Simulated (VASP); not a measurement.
# Sb (R-3m) in VASP: notebook, part 2 of 2

VASP 6.6.1. The steps go on from the part before.

### 3 Relaxation of volume and atoms at fixed shape, PBEsol

This run uses another cell than the first one, of 30.21 Å³/atom, 1.008 times its volume.

Input file INCAR:

```
SYSTEM = Sb
ALGO     = Normal         ! electronic algorithm
EDIFF    = 1E-7           ! SCF threshold, eV
EDIFFG   = -0.03          ! ionic threshold
ENCUT    = 600            ! plane-wave cutoff, eV
GGA      = PS             ! functional
IBRION   = 2              ! ionic algorithm
ISIF     = 8              ! what is computed and relaxed
ISMEAR   = 0              ! smearing method
LASPH    = .TRUE.         ! aspherical terms in the spheres
LCHARG   = .FALSE.        ! write CHGCAR
LREAL    = .FALSE.        ! projectors in reciprocal space
LWAVE    = .FALSE.        ! write WAVECAR
NELM     = 100            ! most SCF steps
NSW      = 80             ! ionic steps
PREC     = Accurate       ! precision mode
SIGMA    = 0.05           ! smearing width, eV
```

Input file KPOINTS:

```
k-points
0
G
  12 12 12
  0 0 0
```

Input file POSCAR:

```
Sb
1.0
    2.1542000000      1.2437300000      3.7580000000
   -2.1542000000      1.2437300000      3.7580000000
    0.0000000000     -2.4874600000      3.7580000000
Sb
2
Direct
    0.2334900000      0.2334900000      0.2334900000
    0.7665100000      0.7665100000      0.7665100000
```

Potentials or basis: VASP PAW PBE potentials, release 64 (Sb).

On the command line:

```
$ cat potpaw_PBE.64/Sb/POTCAR > POTCAR
$ mpirun -np 1 vasp_std > vasp.out
```

It took 2.9 min on 1 thread of Intel Xeon Platinum 8375C at 2.90GHz (Ice Lake), shared host; peak memory 0.29 GiB.

It converged, with:

- Free energy: -9.1146 eV
- Relaxed volume: 30.14 Å³/atom
- Relaxed cell: a = 4.504 Å, b = 4.504 Å, c = 4.504 Å, α = 57.11°, β = 57.11°, γ = 57.11°
- Space group after relaxing (to 0.05 Å): R-3m (No. 166)
- Energy gained by relaxing: 1.9 meV/atom
- Ionic steps: 4
- Pressure after relaxing: -0.1 GPa
- Largest force after relaxing: 0.021 eV/Å
- Band gap on the k mesh: zero (band 5 reaches 7.21 eV, above the bottom of band 6 at 6.92 eV)

Forces on the atoms (eV/Å):
```
Sb   0.000  0.000  0.021
Sb   0.000  0.000 -0.021
```

Stress tensor (GPa, compression positive):
```
 0.14  0.00  0.00
 0.00  0.14  0.00
 0.00  0.00 -0.70
```

Step by step:
| step | energy change (eV) | largest force (eV/Å) | pressure (GPa) | volume (Å³) |
| --- | --- | --- | --- | --- |
| 1 | 0.0000 | 0.1944 | 0.23 | 60.41 |
| 2 | -0.0022 | 0.0650 | -0.39 | 60.79 |
| 3 | -0.0022 | 0.0550 | -0.44 | 60.82 |
| 4 | -0.0038 | 0.0212 | -0.14 | 60.29 |

Final structure:
```
CELL_PARAMETERS angstrom
2.15272 1.24288 3.75543
-2.15272 1.24288 3.75543
0.00000 -2.48576 3.75543
ATOMIC_POSITIONS crystal
Sb 0.23509 0.23509 0.23509
Sb 0.76491 0.76491 0.76491
```

Levels at points of the mesh, in eV from the Fermi level:
```tsv
k point	band 2	band 3	band 4	band 5	band 6	band 7	band 8	band 9
(0.00, 0.00, 0.00)	-4.83	-2.13	-1.77	-1.77	2.18	2.72	2.72	5.01
(0.50, 0.00, 0.00)	-9.68	-1.84	-1.78	-0.33	-0.24	0.07	0.37	7.51
(0.50, 0.50, 0.00)	-7.97	-5.52	-3.82	-3.65	1.52	4.92	5.42	6.92
(0.50, 0.50, 0.50)	-9.11	-1.24	-1.24	-0.44	0.07	0.07	1.04	7.01
```

Caveat: the PAW data sets were made with another functional, which shifts forces and pressure a little; spin-orbit coupling is left out, which moves the levels of the heavy elements.

### 4 Single point, PBEsol

Input file INCAR:

```
  PREC = Accurate
  ENCUT = 500
  EDIFF = 1E-6
  ISMEAR = 0
  SIGMA = 0.05
  LREAL = F
  LASPH = T
  NELM = 120
  ALGO = Normal
  ISIF = 2
  LWAVE = F
  LCHARG = F
  GGA = PS
  NBANDS = 22
  GGA_COMPAT = F
```

Input file KPOINTS:

```
Automatic mesh
0
Gamma
  12 12 12
```

Input file POSCAR:

```
Sb
1.0
    2.1486840460      1.2405433124      3.7483743338
   -2.1486840460      1.2405433124      3.7483743338
    0.0000000000     -2.4810866248      3.7483743338
Sb
2
Direct
    0.2351015035      0.2351015035      0.2351015035
    0.7648984965      0.7648984965      0.7648984965
```

Potentials or basis: VASP PAW PBE potentials, release 64 (Sb_d_GW).

On the command line:

```
$ cat potpaw_PBE.64/Sb_d_GW/POTCAR > POTCAR
$ mpirun -np 1 vasp_std > vasp.out
```

OUTCAR:

```text
PREC = Accurate
   ENCUT = 500
   EDIFF = 1E-6
   ISMEAR = 0
   LREAL = F
   LASPH = T
   NELM = 120
   ISIF = 2
   GGA = PS

 ion  position               nearest neighbor table
   1  0.235  0.235  0.235-   2 2.92   2 2.92   2 2.92   2 3.32   2 3.32   2 3.32
   2  0.765  0.765  0.765-   1 2.92   1 2.92   1 2.92   1 3.32   1 3.32   1 3.32

  LATTYP: Found a trigonal (rhomboedric) cell.
 ALAT       =     4.4951196854
 COS(alpha) =     0.5430248386

  Lattice vectors:

[... 189 lines left out ...]
      2     -24.0810      2.00000
      3     -23.9910      2.00000
      4     -23.9910      2.00000
      5     -23.9716      2.00000
      6     -23.8788      2.00000
[... 589 lines left out ...]
     21      13.1051      0.00000
     22      15.4115      0.00000

 [... further k-points ...]
[... 5 lines left out ...]
  --------------------------------------------------------------------------------------
  -------------------------------------------------------------------------------------
  Total        0.0782767      0.0782767     -0.2371764     -0.0000000      0.0000000      0.0000000
  in kB        2.0920126      2.0920126     -6.3387449     -0.0000000      0.0000000      0.0000000
  external PRESSURE =      -0.7182399 kB  Pullay stress =       0.0000000 kB

 VOLUME and BASIS-vectors are now :
 -----------------------------------------------------------------------------
  energy-cutoff  :      500.00
  volume of cell :       59.95
      direct lattice vectors                 reciprocal lattice vectors
     2.148684046  1.240543312  3.748374334     0.232700569  0.134349736  0.088927440
    -2.148684046  1.240543312  3.748374334    -0.232700569  0.134349736  0.088927440
     0.000000000 -2.481086625  3.748374334     0.000000000 -0.268699472  0.088927440

 POSITION                                       TOTAL-FORCE (eV/Angst)
 -----------------------------------------------------------------------------------
      0.00000      0.00000      2.64375         0.000000      0.000000     -0.006822
      0.00000      0.00000      8.60138         0.000000     -0.000000      0.006822
 -----------------------------------------------------------------------------------
    total drift:                                0.000000     -0.000000      0.000000

  FREE ENERGIE OF THE ION-ELECTRON SYSTEM (eV)
  ---------------------------------------------------
  free  energy   TOTEN  =        -9.1611190861 eV

  energy  without entropy=       -9.1609237222  energy(sigma->0) =       -9.16102140
```

Run time: 3.5 min. Hardware: 1 thread of Intel Xeon Platinum 8488C (Sapphire Rapids), shared host; peak memory 0.37 GiB.

Results:

```yaml
Free_energy: -9.1611 eV
Pressure: -0.1 GPa
Largest_force: 0.007 eV/Å
Band_gap_on_the_k_mesh: zero (band 15 reaches 5.35 eV, above the bottom of band 16 at 5.07 eV)
```

Forces on the atoms (eV/Å):
```
Sb   0.000  0.000 -0.007
Sb   0.000  0.000  0.007
```

Levels at points of the mesh, in eV from the Fermi level:
```
           k point  band 13  band 14  band 15  band 16  band 17  band 18
(0.00, 0.00, 0.00)    -2.14    -1.77    -1.77     2.21     2.73     2.73
(0.50, 0.00, 0.00)    -1.84    -1.79    -0.35    -0.23     0.06     0.35
(0.50, 0.50, 0.00)    -5.56    -3.84    -3.67     1.53     4.93     5.43
(0.50, 0.50, 0.50)    -1.24    -1.24    -0.42     0.06     0.06     1.02
```

Caveat: the PAW data sets were made with another functional, which shifts forces and pressure a little; spin-orbit coupling is left out, which moves the levels of the heavy elements.

### 5 Summary

| task | potentials or basis | cell | cutoff (eV) | second run | gap on the mesh (eV) | pressure (GPa) | largest force (eV/Å) |
| --- | --- | --- | --- | --- | --- | --- | --- |
| single point | VASP PAW PBE potentials, release 64 (Sb) | a = 4.495 Å, angles 57.1°, 2 atoms | 520 | - | none | 0.2 | 0.05 |
| relaxation of volume and atoms at fixed shape | VASP PAW PBE potentials, release 64 (Sb) | relaxed from a = 4.507 Å, angles 57.1°, 2 atoms | 600 | - | none | -0.1 | 0.02 |
| single point | VASP PAW PBE potentials, release 64 (Sb_d_GW) | a = 4.495 Å, angles 57.1°, 2 atoms | 500 | valence_matched | none | -0.1 | 0.01 |

Alike in all rows: level PBEsol; no spin polarisation; k mesh 12 × 12 × 12; smearing gaussian 0.05 eV.

Caveats: the PAW data sets were made with another functional, which shifts forces and pressure a little; spin-orbit coupling is left out, which moves the levels of the heavy elements.

Total energies depend on the potentials used, so only differences within one code and one set of settings carry meaning.
